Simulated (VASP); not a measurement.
Here is a VASP 6.6.1 calculation.

File INCAR:

```
SYSTEM = AlIn2N3
  PREC = Accurate
  ENCUT = 600
  EDIFF = 1E-7
  ISMEAR = 0
  SIGMA = 0.1
  LREAL = .False.
  LASPH = .True.
  NELM = 60
  ALGO = Normal
  ISIF = 3
  LWAVE = .False.
  LCHARG = .False.
  GGA = PE
  IBRION = 2
  NSW = 90
  EDIFFG = -0.04
```

File KPOINTS:

```
regular mesh
0
Gamma
  4 4 4
  0 0 0
```

File POSCAR:

```
AlIn2N3
1.0
    4.2134094300      0.0000000000      0.0000000000
    0.0000000000      4.2134094300      0.0000000000
    0.0000000000      0.0000000000      6.0983115900
Al In N
1 2 3
Direct
    0.5000000000      0.5000000000      0.5000000000
    0.5000000000      0.0000000000      0.0000000000
    0.0000000000      0.5000000000      0.0000000000
    0.5000000000      0.0000000000      0.5000000000
    0.0000000000      0.5000000000      0.5000000000
    0.5000000000      0.5000000000      0.0000000000
```

Potentials or basis: VASP PAW PBE potentials, release 64 (Al, In_d, N).

The run is started by

```console
$ cat potpaw_PBE.64/Al/POTCAR potpaw_PBE.64/In_d/POTCAR potpaw_PBE.64/N/POTCAR > POTCAR
$ mpirun -np 1 vasp_std > vasp.out
```

(1) Predict the relaxed volume.

(2) Estimate the relaxed cell.

(3) Estimate the band gap on the k mesh.

(4) Predict the space group after relaxing (to 0.1 Å).

Answers

(1) 14.58 Å³/atom.

(2) a = 4.605 Å, b = 4.605 Å, c = 4.125 Å, α = 90.00°, β = 90.00°, γ = 90.00°.

(3) zero (bands 22 and 23 overlap by 1.10 eV).

(4) P4/mmm (No. 123).

Caveat: the k points lie up to 0.38 Å⁻¹ apart in the final cell, too coarse for converged energies and pressures of a metal; the volume moved by over 15 % at a fixed basis, so the end points are rough; spin-orbit coupling is left out, which moves the levels of the heavy elements.
